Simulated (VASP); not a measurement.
Set up this calculation in VASP 6.6.1, as the native input.

* Task: single point
* Functional: LDA
* Potentials or basis: VASP PAW LDA potentials, release 64 (Al, Au)
* Cutoff: 520 eV
* k mesh: 16 × 16 × 16
* Occupations: gaussian, width 0.15 eV
* Spin: no spin polarisation
* Dipole correction: no
* Further INCAR settings: ALGO = Fast; EDIFF = 1e-06; NBANDS = 20

The structure of AlAu2 lies in POSCAR:

```
AlAu2
1.0
   -1.6193000000      1.6193000000      4.2133000000
    1.6193000000     -1.6193000000      4.2133000000
    1.6193000000      1.6193000000     -4.2133000000
Al Au
1 2
Direct
    0.0000000000      0.0000000000      0.0000000000
    0.6570428093      0.6570428093      0.0000000000
    0.3429571907      0.3429571907      0.0000000000
```

One way to write it, as run:

INCAR

```
SYSTEM = AlAu2
PREC     = Accurate       ! precision mode
ENCUT    = 520            ! plane-wave cutoff, eV
EDIFF    = 1E-6           ! SCF threshold, eV
ISMEAR   = 0              ! smearing method
SIGMA    = 0.15           ! smearing width, eV
LREAL    = .False.        ! projectors in reciprocal space
LASPH    = .True.         ! aspherical terms in the spheres
NELM     = 60             ! most SCF steps
ALGO     = Fast           ! electronic algorithm
ISIF     = 2              ! what is computed and relaxed
LWAVE    = .False.        ! write WAVECAR
LCHARG   = .False.        ! write CHGCAR
NBANDS   = 20             ! bands
```

KPOINTS

```
regular mesh
0
Gamma
  16 16 16
  0 0 0
```

Potentials or basis: VASP PAW LDA potentials, release 64 (Al, Au).

Run with:

```console
$ cat potpaw_LDA.64/Al/POTCAR potpaw_LDA.64/Au/POTCAR > POTCAR
$ mpirun -np 1 vasp_std > vasp.out
```

Results of the run:

```yaml
Pressure: 14.2 GPa
Largest_force: 0.183 eV/Å
Band_gap_on_the_k_mesh: zero (an odd number of electrons rules out a gap without spin polarisation)
```

Caveat: the cell stands under pressure; spin-orbit coupling is left out, which moves the levels of the heavy elements.

Run time: 14 min on 1 thread of Intel Xeon 8259CL, on a shared host, peak memory 0.4 GiB.
